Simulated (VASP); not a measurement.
## MnCu2: single point with PBE

The system is MnCu2.

```xyz
6
Lattice="2.6548 0.0000 0.0000 -1.3274 2.2992 0.0000 0.0000 0.0000 12.6038" Properties=species:S:1:pos:R:3 pbc="T T T"
Mn    0.0000    1.5328    5.2516
Mn    1.3274    0.7664    7.3522
Cu    0.0000    1.5328    9.4529
Cu    0.0000    1.5328    1.0503
Cu    1.3274    0.7664   11.5535
Cu    1.3274    0.7664    3.1510
```

```
Program             : VASP 6.6.1
Task                : single point
Functional          : PBE
Potentials or basis : VASP PAW PBE potentials, release 64 (Mn_pv, Cu)
Cutoff              : 520 eV
k mesh              : 6 × 6 × 2
Occupations         : gaussian, width 0.1 eV
Spin                : collinear spin, ferromagnetic start
Starting moments    : [4.0, 4.0, 0.0, 0.0, 0.0, 0.0] μB
```

```json
{
 "Pressure": "-1.8 GPa",
 "Largest force": "0.233 eV/Å",
 "Net moment": "6.42 μB per cell",
 "Site moments": "Mn +3.05; Cu +0.05, +0.01 μB",
 "Valence electrons inside the program's atomic spheres": "Mn 11.68; Cu 9.96, 9.93"
}
```

Forces in eV/Å, atoms in the order of the input:
```
Mn   0.000  0.000 -0.177
Mn   0.000  0.000  0.177
Cu   0.000  0.000  0.233
Cu   0.000  0.000 -0.083
Cu   0.000  0.000  0.083
Cu   0.000  0.000 -0.233
```

Stress tensor (GPa, compression positive):
```
-2.71  0.00  0.00
 0.00 -2.71  0.00
 0.00  0.00  0.02
```

Levels at points of the mesh, in eV from the Fermi level:
Spin up:
| k point | band 36 | band 37 | band 38 | band 39 | band 40 | band 41 | band 42 | band 43 |
| --- | --- | --- | --- | --- | --- | --- | --- | --- |
| (0.00, 0.00, 0.00) | -1.62 | -1.62 | -0.86 | -0.86 | -0.35 | -0.32 | -0.32 | 4.62 |
| (0.50, 0.00, 0.00) | 0.05 | 0.15 | 0.15 | 0.69 | 1.20 | 1.47 | 2.50 | 5.01 |
| (0.00, 0.00, 0.50) | -1.63 | -1.33 | -1.25 | -0.86 | -0.86 | -0.32 | -0.32 | 5.68 |
| (0.50, 0.00, 0.50) | 0.05 | 0.15 | 0.67 | 0.73 | 0.88 | 1.47 | 2.46 | 4.93 |
Spin down:
| k point | band 28 | band 29 | band 30 | band 31 | band 32 | band 33 | band 34 | band 35 | band 36 | band 37 |
| --- | --- | --- | --- | --- | --- | --- | --- | --- | --- | --- |
| (0.00, 0.00, 0.00) | -1.83 | -1.83 | -1.64 | -1.64 | -1.04 | -0.17 | 0.50 | 0.79 | 0.79 | 0.92 |
| (0.50, 0.00, 0.00) | -1.45 | -1.29 | -0.32 | -0.30 | 0.27 | 0.56 | 0.93 | 1.23 | 1.28 | 1.31 |
| (0.00, 0.00, 0.50) | -1.83 | -1.83 | -1.64 | -1.64 | -1.27 | -0.35 | 0.50 | 0.79 | 0.79 | 0.92 |
| (0.50, 0.00, 0.50) | -1.45 | -1.33 | -0.50 | -0.25 | 0.03 | 0.87 | 1.08 | 1.10 | 1.23 | 1.32 |

It took 93 s on 1 thread of Intel(R) Xeon(R) Platinum 8559C (Emerald Rapids) (shared host), peak memory 0.26 GiB.

Caveat: the k points lie up to 0.46 Å⁻¹ apart.
